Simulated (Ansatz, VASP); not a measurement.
# Two plane-wave programs on NiO

File INCAR:

```
PREC = Accurate
ENCUT = 520
EDIFF = 1E-6
ISMEAR = 0
SIGMA = 0.05
LREAL = False
LASPH = True
NELM = 80
ALGO = Normal
ISIF = 2
LWAVE = False
LCHARG = False
GGA = PE
NBANDS = 15
```

The input KPOINTS:

```
regular mesh
0
Gamma
  14 14 14
```

The input POSCAR:

```
NiO
1.0
    0.0000000000      2.0515235726      2.0515235726
    2.0515235726      0.0000000000      2.0515235726
    2.0515235726      2.0515235726      0.0000000000
Ni O
1 1
Direct
    0.0000000000      0.0000000000      0.0000000000
    0.5000000000      0.5000000000      0.5000000000
```

Input for Ansatz:

```yaml
crystal:
  lattice:
    - [0.0, 2.0515235726, 2.0515235726]
    - [2.0515235726, 0.0, 2.0515235726]
    - [2.0515235726, 2.0515235726, 0.0]
  atoms:
    - { symbol: Ni, position: [0.0, 0.0, 0.0] }
    - { symbol: O, position: [0.5, 0.5, 0.5] }
basis:
  ecutwfc: 420
  ecutrho_ratio: 4
kpoints:
  mp_grid: { grid: [14, 14, 14] }
hamiltonian:
  xc: pbe
scf:
  occupations: { method: gaussian, width: 0.05 }
output:
  forces: true
  stress: true
  eigenvalues: true
```

Alike in both runs: task single point; functional PBE; k mesh 14 × 14 × 14; occupations gaussian, width 0.05 eV; no spin polarisation.

|  | VASP | Ansatz |
| --- | --- | --- |
| version | VASP 6.6.1 | Ansatz 0.2.0 |
| potentials or method | VASP PAW PBE potentials, release 64 (Ni, O), cutoff 520 eV | scalar-relativistic, plane waves, PAW |
| valence electrons in the cell | 16 | 24 |

Ansatz gave:

```
gap on the k mesh at the Fermi level (eV) : none
pressure (GPa)                            : 9.2
```

Estimate VASP's values.

gap on the k mesh at the Fermi level (eV): none; pressure (GPa): 9.4.

A gap of «none» marks a metal or a gap that the smearing closes. VASP's potentials hold 16 valence electrons a cell and Ansatz's 24, so a difference there can come from the potentials and not from the codes.
